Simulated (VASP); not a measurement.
# CuI: single point with revPBE+D3(BJ)

CuI:

```
I Cu
1.0
     0.00000    2.96767    2.96767
     2.96767    0.00000    2.96767
     2.96767    2.96767    0.00000
I Cu
1 1
Direct
  0.00000 0.00000 0.00000
  0.75000 0.75000 0.75000
```

```yaml
Program: VASP 6.6.1
Task: single point
Functional: revPBE
Dispersion: D3(BJ)
Potentials_or_basis: VASP PAW PBE potentials, release 64 (I, Cu)
Cutoff: 520 eV
k_mesh: 8 × 8 × 8
Occupations: fermi-dirac, width 0.05 eV
Spin: no spin polarisation
```

```yaml
Pressure: 0.0 GPa
Band_gap_on_the_k_mesh: 1.42 eV
Dispersion_energy_per_atom: -0.706 eV
```

Levels at points of the mesh, in eV from the valence-band top:
```csv
k point,band 6,band 7,band 8,band 9,band 10,band 11,band 12,band 13
"(0.00, 0.00, 0.00)",-2.11,0.00,0.00,0.00,1.42,4.81,4.81,4.81
"(0.50, 0.00, 0.00)",-2.08,-2.02,-0.81,-0.81,2.27,5.38,5.38,7.62
"(0.50, 0.50, 0.00)",-2.04,-2.01,-1.71,-1.71,2.66,2.92,9.75,10.12
```

Wall time 51 s on 1 thread of AMD EPYC 7R13, on a shared host, peak memory 0.17 GiB.

Caveat: the PAW data sets were made with another functional, which shifts forces and pressure a little; spin-orbit coupling is left out, which moves the levels of the heavy elements. As with any semilocal functional, this revPBE gap is likely too small.
